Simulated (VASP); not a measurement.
Here is a VASP 6.6.1 calculation.

The input INCAR:

```
SYSTEM = C
ALGO = Normal
EDIFF = 1E-6
ENCUT = 520
GGA = PE
ISIF = 2
ISMEAR = 0
IVDW = 12
LASPH = .True.
LCHARG = .False.
LREAL = .False.
LWAVE = .False.
NBANDS = 11
NELM = 100
PREC = Accurate
SIGMA = 0.05
```

File KPOINTS:

```
k-points
0
Gamma
  15 15 15
  0 0 0
```

Contents of POSCAR:

```
C
1.0
    1.2016689031      0.6937838646      3.2769132065
   -1.2016689031      0.6937838646      3.2769132065
    0.0000000000     -1.3875677293      3.2769132064
C
2
Direct
    0.1722488039      0.1722488039      0.1722488039
    0.8277511961      0.8277511961      0.8277511961
```

Potentials or basis: VASP PAW PBE potentials, release 64 (C).

Command:

```console
$ cat potpaw_PBE.64/C/POTCAR > POTCAR
$ mpirun -np 1 vasp_std > vasp.out
```

**Question.** Predict the pressure.

**Answer.** 25.4 GPa.

**Question.** Estimate the dispersion energy per atom.

**Answer.** -0.159 eV.

**Question.** Estimate the largest force.

**Answer.** 1.808 eV/Å.

Stress tensor (GPa, compression positive):
```
38.62  0.00  0.00
 0.00 38.62  0.00
 0.00  0.00 -0.93
```

Caveat: the cell differs from its parent crystal (atoms displaced along a vibrational mode, the cell strained); the stress differs along the axes, from -1 to 39 GPa; forces of over 1 eV/Å act on the atoms, so gaps and moduli don't describe the material at rest.
